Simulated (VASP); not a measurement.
# La2AlF (P4/mmm) in VASP: notebook, part 2 of 2

VASP 6.6.1. Earlier steps stand in the parts before.

### Step 3. Single point, PBE

This run uses another cell than the first one, of 27.10 Å³/atom, 1.173 times its volume.

Input file INCAR:

```
SYSTEM = La2AlF
PREC = Accurate
ENCUT = 520
EDIFF = 1E-7
ISMEAR = 0
SIGMA = 0.1
LREAL = .FALSE.
LASPH = .TRUE.
NELM = 60
ALGO = Normal
ISIF = 2
LWAVE = .FALSE.
LCHARG = .FALSE.
GGA = PE
NBANDS = 24
```

Input file KPOINTS:

```
regular mesh
0
G
  4 4 4
  0 0 0
```

Input file POSCAR:

```
La2AlF
1.0
    4.2649761782      0.0000000000      0.0000000000
    0.0000000000      4.2649761782      0.0000000000
    0.0000000000      0.0000000000      5.9589419079
La Al F
2 1 1
Direct
    0.0000000000      0.0000000000      0.5000000000
    0.5000000000      0.5000000000      0.0000000000
    0.0000000000      0.0000000000      0.0000000000
    0.5000000000      0.5000000000      0.5000000000
```

Potentials or basis: VASP PAW PBE potentials, release 64 (La, Al, F).

On the command line:

```bash
$ cat potpaw_PBE.64/La/POTCAR potpaw_PBE.64/Al/POTCAR potpaw_PBE.64/F/POTCAR > POTCAR
$ mpirun -np 1 vasp_std > vasp.out
```

OUTCAR:

```text
SYSTEM = La2AlF
   PREC = Accurate
   ENCUT = 520
   EDIFF = 1E-7
   ISMEAR = 0
   LREAL = .FALSE.
   LASPH = .TRUE.
   NELM = 60
   ISIF = 2
   GGA = PE

 ion  position               nearest neighbor table
   1  0.000  0.000  0.500-   3 2.98   3 2.98
   2  0.500  0.500  0.000-   3 3.02   3 3.02   3 3.02   3 3.02
   3  0.000  0.000  0.000-   1 2.98   1 2.98   2 3.02   2 3.02   2 3.02   2 3.02
   4  0.500  0.500  0.500-

  LATTYP: Found a simple tetragonal cell.
 ALAT       =     4.2649761782
 C/A-ratio  =     1.3971805841

  Lattice vectors:

 A1 = (   4.2649761782,   0.0000000000,   0.0000000000)
 A2 = (   0.0000000000,   4.2649761782,   0.0000000000)
 A3 = (   0.0000000000,   0.0000000000,   5.9589419079)

Analysis of symmetry for initial positions (statically):
=====================================================================
 Subroutine PRICEL returns:
 Original cell was already a primitive cell.

 Routine SETGRP: Setting up the symmetry group for a
[... 162 lines left out ...]
  free energy    TOTEN  =       -20.01135159 eV

  energy without entropy =      -19.99007639  energy(sigma->0) =      -20.00071399

 E-fermi :   6.7231     XC(G=0):  -9.2592

 val. band max:        6.6752196552   @ k =   0.5000   0.2500   0.0000
 cond. band min:       6.7248751928   @ k =   0.5000   0.5000   0.2500
 fundamental gap:      0.0496555376
 Fermi energy:         6.7230613129

 k-point     1 :       0.0000    0.0000    0.0000
  band No.  band energies     occupation
      1     -26.8619      2.00000
      2     -25.8701      2.00000
      3     -17.8075      2.00000
      4     -10.5387      2.00000
      5     -10.5387      2.00000
      6     -10.5148      2.00000
[... 475 lines left out ...]
     23       8.0557      0.00000
     24       8.0773      0.00000

------------------------ aborting loop because EDIFF is reached ----------------------------------------

  FORCE on cell =-STRESS in cart. coord.  units (eV):
  Direction    XX          YY          ZZ          XY          YZ          ZX
  --------------------------------------------------------------------------------------
  -------------------------------------------------------------------------------------
  Total       -0.0262385     -0.0262385     -0.0096278      0.0000000      0.0000000      0.0000000
  in kB       -0.3878349     -0.3878349     -0.1423106      0.0000000      0.0000000      0.0000000
  external PRESSURE =      -0.3059934 kB  Pullay stress =       0.0000000 kB

 VOLUME and BASIS-vectors are now :
 -----------------------------------------------------------------------------
  energy-cutoff  :      520.00
  volume of cell :      108.39
      direct lattice vectors                 reciprocal lattice vectors
     4.264976178  0.000000000  0.000000000     0.234467898  0.000000000  0.000000000
     0.000000000  4.264976178  0.000000000     0.000000000  0.234467898  0.000000000
     0.000000000  0.000000000  5.958941908     0.000000000  0.000000000  0.167815027

 POSITION                                       TOTAL-FORCE (eV/Angst)
 -----------------------------------------------------------------------------------
      0.00000      0.00000      2.97947         0.000000      0.000000      0.000000
      2.13249      2.13249      0.00000         0.000000      0.000000      0.000000
      0.00000      0.00000      0.00000         0.000000      0.000000      0.000000
      2.13249      2.13249      2.97947         0.000000      0.000000      0.000000
 -----------------------------------------------------------------------------------
    total drift:                                0.000000     -0.000000     -0.000000

  FREE ENERGIE OF THE ION-ELECTRON SYSTEM (eV)
  ---------------------------------------------------
  free  energy   TOTEN  =       -20.0113515930 eV

  energy  without entropy=      -19.9900763908  energy(sigma->0) =      -20.00071399
```

OSZICAR:

```text
N       E                     dE             d eps       ncg     rms          rms(c)
DAV:   1     0.379918484857E+03    0.37992E+03   -0.11346E+04   864   0.175E+03
DAV:   2     0.549612693820E+02   -0.32496E+03   -0.31422E+03  1336   0.312E+02
DAV:   3    -0.152758589780E+02   -0.70237E+02   -0.68889E+02  1312   0.170E+02
DAV:   4    -0.209376120739E+02   -0.56618E+01   -0.54694E+01  1568   0.438E+01
DAV:   5    -0.214244326963E+02   -0.48682E+00   -0.48493E+00  1480   0.152E+01    0.623E+00
DAV:   6    -0.200363958225E+02    0.13880E+01   -0.67653E+00  1480   0.139E+01    0.302E+00
DAV:   7    -0.200013022908E+02    0.35094E-01   -0.10953E+00  1648   0.106E+01    0.156E+00
DAV:   8    -0.200068402663E+02   -0.55380E-02   -0.14755E-01  1568   0.263E+00    0.670E-01
DAV:   9    -0.200100103700E+02   -0.31701E-02   -0.18043E-02  1552   0.107E+00    0.261E-01
DAV:  10    -0.200112240327E+02   -0.12137E-02   -0.28180E-03  1608   0.398E-01    0.722E-02
DAV:  11    -0.200112998987E+02   -0.75866E-04   -0.23836E-04  1584   0.128E-01    0.321E-02
DAV:  12    -0.200113505177E+02   -0.50619E-04   -0.86934E-05  1472   0.619E-02    0.711E-03
DAV:  13    -0.200113514554E+02   -0.93775E-06   -0.95656E-06  1432   0.211E-02    0.341E-03
DAV:  14    -0.200113516095E+02   -0.15408E-06   -0.20262E-06  1616   0.112E-02    0.117E-03
DAV:  15    -0.200113515930E+02    0.16512E-07   -0.38690E-07  1200   0.343E-03
   1 F= -.20011352E+02 E0= -.20000714E+02  d E =-.212752E-01
```

stdout:

```text
POSCAR found type information on POSCAR LaAlF
 POSCAR found :  3 types and       4 ions
 scaLAPACK will be used
 LDA part: xc-table for (Slater+PW92), standard interpolation
 POSCAR, INCAR and KPOINTS ok, starting setup
 FFT: planning ... GRIDC
 FFT: planning ... GRID_SOFT
 FFT: planning ... GRID
 WAVECAR not read
 entering main loop
```

Run time: 24 s. Hardware: 1 thread of Intel Xeon 6975P-C (Granite Rapids), shared host; peak memory 0.24 GiB.

Results:

| Item | Value |
| --- | --- |
| Free energy | -20.0114 eV |
| Pressure | 0.0 GPa |
| Band gap on the k mesh | zero (band 16 reaches 7.20 eV, above the bottom of band 17 at 6.46 eV) |

Levels at points of the mesh, in eV from the Fermi level:
| k point | band 13 | band 14 | band 15 | band 16 | band 17 | band 18 | band 19 | band 20 |
| --- | --- | --- | --- | --- | --- | --- | --- | --- |
| (0.00, 0.00, 0.00) | -5.67 | -1.06 | -0.31 | 0.47 | 0.79 | 0.79 | 0.93 | 0.95 |
| (0.50, 0.00, 0.00) | -4.01 | -2.04 | -0.50 | -0.45 | 0.13 | 0.72 | 1.02 | 1.10 |
| (0.50, 0.50, 0.00) | -4.95 | -1.08 | -1.08 | 0.35 | 0.35 | 0.71 | 0.86 | 1.10 |
| (0.00, 0.00, 0.50) | -4.90 | -1.74 | -0.38 | -0.33 | 0.32 | 0.62 | 0.62 | 1.15 |
| (0.50, 0.00, 0.50) | -3.06 | -2.41 | -1.94 | -0.82 | 0.84 | 0.99 | 1.08 | 1.10 |
| (0.50, 0.50, 0.50) | -4.21 | -0.94 | -0.73 | -0.73 | 0.29 | 0.29 | 1.11 | 1.11 |

Caveat: the k points lie up to 0.37 Å⁻¹ apart; spin-orbit coupling is left out, which moves the levels of the heavy elements.

### Step 4. Relaxation of cell and atoms, PBE

Input file INCAR:

```
SYSTEM = La2AlF
ALGO = Normal
EDIFF = 1E-6
EDIFFG = -0.04
ENCUT = 600
GGA = PE
IBRION = 2
ISIF = 3
ISMEAR = 0
LASPH = .TRUE.
LCHARG = .FALSE.
LREAL = .FALSE.
LWAVE = .FALSE.
NELM = 100
NSW = 90
PREC = Accurate
SIGMA = 0.1
```

Input file KPOINTS:

```
k-points
0
G
  4 4 4
  0 0 0
```

Input file POSCAR:

```
La2AlF
1.0
    4.0758968800      0.0000000000      0.0000000000
    0.0000000000      4.0758968800      0.0000000000
    0.0000000000      0.0000000000      5.5620290700
La Al F
2 1 1
Direct
    0.0000000000      0.0000000000      0.5000000000
    0.5000000000      0.5000000000      0.0000000000
    0.0000000000      0.0000000000      0.0000000000
    0.5000000000      0.5000000000      0.5000000000
```

On the command line:

```bash
$ cat potpaw_PBE.64/La/POTCAR potpaw_PBE.64/Al/POTCAR potpaw_PBE.64/F/POTCAR > POTCAR
$ mpirun -np 1 vasp_std > vasp.out
```

Wall time 1.8 min (1 thread of Intel Xeon 6975P-C (Granite Rapids), shared host); peak memory 0.27 GiB.

The run converged. Its results:

```yaml
Free_energy: -20.0064 eV
Relaxed_volume: 27.10 Å³/atom
Relaxed_cell: a = 4.262 Å, b = 4.262 Å, c = 5.968 Å, α = 90.00°, β = 90.00°, γ = 90.00°
Space_group_after_relaxing_to_0.05_Å: P4/mmm (No. 123)
Energy_gained_by_relaxing: 106.5 meV/atom
Ionic_steps: 5
Pressure_after_relaxing: 0.0 GPa
Band_gap_on_the_k_mesh: zero (band 16 reaches 7.19 eV, above the bottom of band 17 at 6.46 eV)
```

Stress tensor (GPa, compression positive):
```
 0.03  0.00  0.00
 0.00  0.03  0.00
 0.00  0.00 -0.15
```

Step by step:
```
step  energy change (eV)  largest force (eV/Å)  pressure (GPa)  volume (Å³)
   1              0.0000                0.0000            9.26        92.40
   2             -0.4119                0.0000           -1.19       111.38
   3             -0.4255                0.0000            0.15       107.90
   4             -0.4255                0.0000            0.02       108.22
   5             -0.4261                0.0000           -0.03       108.41
```

Final structure:
```
La Al F
1.0
     4.26200    0.00000    0.00000
     0.00000    4.26200    0.00000
     0.00000    0.00000    5.96793
La Al F
2 1 1
Direct
  0.00000 0.00000 0.50000
  0.50000 0.50000 0.00000
  0.00000 0.00000 0.00000
  0.50000 0.50000 0.50000
```

Levels at points of the mesh, in eV from the Fermi level:
| k point | band 14 | band 15 | band 16 | band 17 | band 18 | band 19 |
| --- | --- | --- | --- | --- | --- | --- |
| (0.00, 0.00, 0.00) | -1.06 | -0.31 | 0.46 | 0.80 | 0.80 | 0.95 |
| (0.50, 0.00, 0.00) | -2.04 | -0.51 | -0.44 | 0.13 | 0.72 | 1.01 |
| (0.50, 0.50, 0.00) | -1.08 | -1.08 | 0.36 | 0.36 | 0.71 | 0.85 |
| (0.00, 0.00, 0.50) | -1.75 | -0.38 | -0.33 | 0.32 | 0.63 | 0.63 |
| (0.50, 0.00, 0.50) | -2.41 | -1.95 | -0.81 | 0.84 | 0.99 | 1.07 |
| (0.50, 0.50, 0.50) | -0.94 | -0.73 | -0.73 | 0.29 | 0.29 | 1.10 |

Caveat: the k points lie up to 0.37 Å⁻¹ apart in the final cell; the volume moved by over 15 % at a fixed basis, so the end points are rough; spin-orbit coupling is left out, which moves the levels of the heavy elements.

### Step 5. Single point, PBE

This run uses another cell than the first one, of 27.08 Å³/atom, 1.172 times its volume.

Input file INCAR:

```
  ALGO = Normal
  EDIFF = 1E-7
  ENCUT = 520
  GGA = PE
  ISIF = 2
  ISMEAR = 0
  LASPH = True
  LCHARG = True
  LELF = True
  LREAL = False
  LVHAR = True
  LWAVE = False
  NBANDS = 24
  NELM = 60
  PREC = Accurate
  SIGMA = 0.1
```

Input file KPOINTS:

```
k-points
0
Gamma
  12 12 8
```

Input file POSCAR:

```
La2AlF
1.0
    4.2582981447      0.0000000000      0.0000000000
    0.0000000000      4.2582981447      0.0000000000
    0.0000000000      0.0000000000      5.9731273151
La Al F
2 1 1
Direct
    0.0000000000      0.0000000000      0.5000000000
    0.5000000000      0.5000000000      0.0000000000
    0.0000000000      0.0000000000      0.0000000000
    0.5000000000      0.5000000000      0.5000000000
```

Potentials or basis: VASP PAW PBE potentials, release 64 (La, Al, F).

On the command line:

```bash
$ cat potpaw_PBE.64/La/POTCAR potpaw_PBE.64/Al/POTCAR potpaw_PBE.64/F/POTCAR > POTCAR
$ mpirun -np 1 vasp_std > vasp.out
```

OUTCAR:

```text
EDIFF = 1E-7
   ENCUT = 520
   GGA = PE
   ISIF = 2
   ISMEAR = 0
   LASPH = True
   LREAL = False
   NELM = 60
   PREC = Accurate

 ion  position               nearest neighbor table
   1  0.000  0.000  0.500-   3 2.99   3 2.99
   2  0.500  0.500  0.000-   3 3.01   3 3.01   3 3.01   3 3.01
   3  0.000  0.000  0.000-   1 2.99   1 2.99   2 3.01   2 3.01   2 3.01   2 3.01
   4  0.500  0.500  0.500-

  LATTYP: Found a simple tetragonal cell.
 ALAT       =     4.2582981447
 C/A-ratio  =     1.4027029372

  Lattice vectors:

 A1 = (   4.2582981447,   0.0000000000,   0.0000000000)
 A2 = (   0.0000000000,   4.2582981447,   0.0000000000)
 A3 = (   0.0000000000,   0.0000000000,   5.9731273151)

Analysis of symmetry for initial positions (statically):
=====================================================================
 Subroutine PRICEL returns:
 Original cell was already a primitive cell.

 Routine SETGRP: Setting up the symmetry group for a
 simple tetragonal supercell.

 Subroutine GETGRP returns: Found 16 space group operations
 (whereof 16 operations were pure point group operations)
 out of a pool of 16 trial point group operations.

The static configuration has the point symmetry D_4h.

Analysis of symmetry for dynamics (positions and initial velocities):
=====================================================================
 Subroutine PRICEL returns:
 Original cell was already a primitive cell.

 Routine SETGRP: Setting up the symmetry group for a
 simple tetragonal supercell.

 Subroutine GETGRP returns: Found 16 space group operations
 (whereof 16 operations were pure point group operations)
 out of a pool of 16 trial point group operations.

The dynamic configuration has the point symmetry D_4h.

[... 110 lines left out ...]
   POTIM  = 0.5000    time-step for ionic-motion
   TEBEG  =    0.0;   TEEND  =   0.0 temperature during run
   PSTRESS=    0.0 pullay stress
   NELECT =      32.0000    total number of electrons
   NUPDOWN=      -1.0000    fix difference up-down
   EMIN   =  10.00;   EMAX   =-10.00  energy-range for DOS
   EFERMI =   0.00;   METHOD = LEGACY
   ISMEAR =     0;   SIGMA  =   0.10  broadening in eV -4-tet -1-fermi 0-gaus
   EFERMI_NEDOS =   21; number of points for ismear=-14 and -15
   IALGO  =     38    algorithm
   IMIX   =      4    mixing-type and parameters
     AMIX     =   0.40;   BMIX     =  1.00
     AMIX_MAG =   1.60;   BMIX_MAG =  1.00
  volume/ion in A,a.u.               =      27.08       182.73
  Fermi-wavevector in a.u.,A,eV,Ry     =   1.090352  2.060467 16.175534  1.188868
  Thomas-Fermi vector in A             =   2.226575
   LORBIT       =      0    0 simple, 1 ext, 2 COOP (PROOUT), +10 PAW based schemes
   GGA     = PE    functional components
   LHFCALC =     F    Hartree Fock is set to
   AEXX    =    0.0000 exact exchange contribution
   IVDW    =     0    specifies the selected vdW correction
   LEPSILON=     F    determine dielectric tensor
   LRPA    =     F    only Hartree local field effects (RPA)
 non-spin polarized calculation
 Gauss-broadening in eV      SIGMA  =   0.10
  energy-cutoff  :      520.00
  volume of cell :      108.31
 maximum number of plane-waves:      2946
 NGX is ok and might be reduce to    32
   NGX = 15   NGY = 15   NGZ = 23

 number of electron      31.9999980 magnetization

 Free energy of the ion-electron system (eV)
  ---------------------------------------------------
  ext. energy  EPLUGINS =         0.00000000
  ---------------------------------------------------
  free energy    TOTEN  =       -20.03040177 eV

  energy without entropy =      -20.01724529  energy(sigma->0) =      -20.02382353

 E-fermi :   6.6877     XC(G=0):  -9.2676

 val. band max:        6.6841855397   @ k =   0.1667   0.0833   0.5000
 cond. band min:       6.6929980238   @ k =   0.2500   0.1667   0.0000
 fundamental gap:      0.0088124841
 Fermi energy:         6.6876589652

 k-point     1 :       0.0000    0.0000    0.0000
  band No.  band energies     occupation
      1     -26.8578      2.00000
      2     -25.8770      2.00000
      3     -17.7700      2.00000
      4     -10.5241      2.00000
      5     -10.5227      2.00000
      6     -10.5227      2.00000
[... 637 lines left out ...]
     23       8.0543      0.00000
     24       8.2497      0.00000

 [... further k-points ...]
[... 5 lines left out ...]
  --------------------------------------------------------------------------------------
  -------------------------------------------------------------------------------------
  Total       -0.0674502     -0.0674502     -0.0657517      0.0000000     -0.0000000      0.0000000
  in kB       -0.9977455     -0.9977455     -0.9726212      0.0000000     -0.0000000      0.0000000
  external PRESSURE =      -0.9893707 kB  Pullay stress =       0.0000000 kB

 VOLUME and BASIS-vectors are now :
 -----------------------------------------------------------------------------
  energy-cutoff  :      520.00
  volume of cell :      108.31
      direct lattice vectors                 reciprocal lattice vectors
     4.258298145  0.000000000  0.000000000     0.234835600  0.000000000  0.000000000
     0.000000000  4.258298145  0.000000000     0.000000000  0.234835600  0.000000000
     0.000000000  0.000000000  5.973127315     0.000000000  0.000000000  0.167416488

 POSITION                                       TOTAL-FORCE (eV/Angst)
 -----------------------------------------------------------------------------------
      0.00000      0.00000      2.98656         0.000000      0.000000      0.000000
      2.12915      2.12915      0.00000         0.000000      0.000000      0.000000
      0.00000      0.00000      0.00000         0.000000      0.000000      0.000000
      2.12915      2.12915      2.98656         0.000000      0.000000      0.000000
 -----------------------------------------------------------------------------------
    total drift:                                0.000000     -0.000000     -0.000000

  FREE ENERGIE OF THE ION-ELECTRON SYSTEM (eV)
  ---------------------------------------------------
  free  energy   TOTEN  =       -20.0304017687 eV

  energy  without entropy=      -20.0172452913  energy(sigma->0) =      -20.02382353
```

OSZICAR:

```text
N       E                     dE             d eps       ncg     rms          rms(c)
DAV:   1     0.379606310612E+03    0.37961E+03   -0.11487E+04  6736   0.175E+03
DAV:   2     0.517726612016E+02   -0.32783E+03   -0.31781E+03 10216   0.309E+02
DAV:   3    -0.156693775046E+02   -0.67442E+02   -0.66254E+02 10192   0.172E+02
DAV:   4    -0.209495218291E+02   -0.52801E+01   -0.51147E+01 12256   0.429E+01
DAV:   5    -0.214264722332E+02   -0.47695E+00   -0.47384E+00 11328   0.148E+01    0.624E+00
DAV:   6    -0.200431437598E+02    0.13833E+01   -0.71334E+00 12144   0.144E+01    0.300E+00
DAV:   7    -0.200186928491E+02    0.24451E-01   -0.11562E+00 12680   0.108E+01    0.156E+00
DAV:   8    -0.200255183711E+02   -0.68255E-02   -0.13076E-01 12336   0.243E+00    0.712E-01
DAV:   9    -0.200294155889E+02   -0.38972E-02   -0.16927E-02 12648   0.111E+00    0.222E-01
DAV:  10    -0.200302828821E+02   -0.86729E-03   -0.20969E-03 12480   0.340E-01    0.638E-02
DAV:  11    -0.200303781228E+02   -0.95241E-04   -0.24792E-04 11968   0.122E-01    0.264E-02
DAV:  12    -0.200304016863E+02   -0.23563E-04   -0.53154E-05 12288   0.592E-02    0.503E-03
DAV:  13    -0.200304017720E+02   -0.85690E-07   -0.45932E-06 12400   0.159E-02    0.289E-03
DAV:  14    -0.200304018011E+02   -0.29148E-07   -0.10230E-06 11864   0.722E-03    0.885E-04
DAV:  15    -0.200304017687E+02    0.32435E-07   -0.41255E-07 10040   0.427E-03
   1 F= -.20030402E+02 E0= -.20023824E+02  d E =-.131565E-01
```

Run time: 2.7 min. Hardware: 1 thread of Intel Xeon 6975P-C (Granite Rapids), shared host; peak memory 0.51 GiB.

Results:

```
Free energy            : -20.0304 eV
Pressure               : -0.1 GPa
Band gap on the k mesh : zero (band 16 reaches 7.17 eV, above the bottom of band 17 at 6.44 eV)
```

Caveat: spin-orbit coupling is left out, which moves the levels of the heavy elements.

### Step 6. Summary

| task | cell | k mesh | cutoff (eV) | gap on the mesh (eV) | pressure (GPa) |
| --- | --- | --- | --- | --- | --- |
| single point | a = 4.076, b = 4.076, c = 5.562 Å, 4 atoms | 4 × 4 × 4 | 520 | none | 9.3 |
| single point | a = 4.265, b = 4.265, c = 5.959 Å, 4 atoms | 4 × 4 × 4 | 520 | none | 0.0 |
| relaxation of cell and atoms | relaxed from a = 4.076, b = 4.076, c = 5.562 Å, 4 atoms | 4 × 4 × 4 | 600 | none | 0.0 |
| single point | a = 4.258, b = 4.258, c = 5.973 Å, 4 atoms | 12 × 12 × 8 | 520 | none | -0.1 |

Alike in all rows: level PBE; potentials or basis VASP PAW PBE potentials, release 64 (La, Al, F); no spin polarisation; smearing gaussian 0.1 eV.

Caveats: some runs use coarse meshes; spin-orbit coupling is left out, which moves the levels of the heavy elements; the volume moved by over 15 % at a fixed basis, so the end points are rough (some runs).

Absolute energies hang on the potentials; compare differences alone.
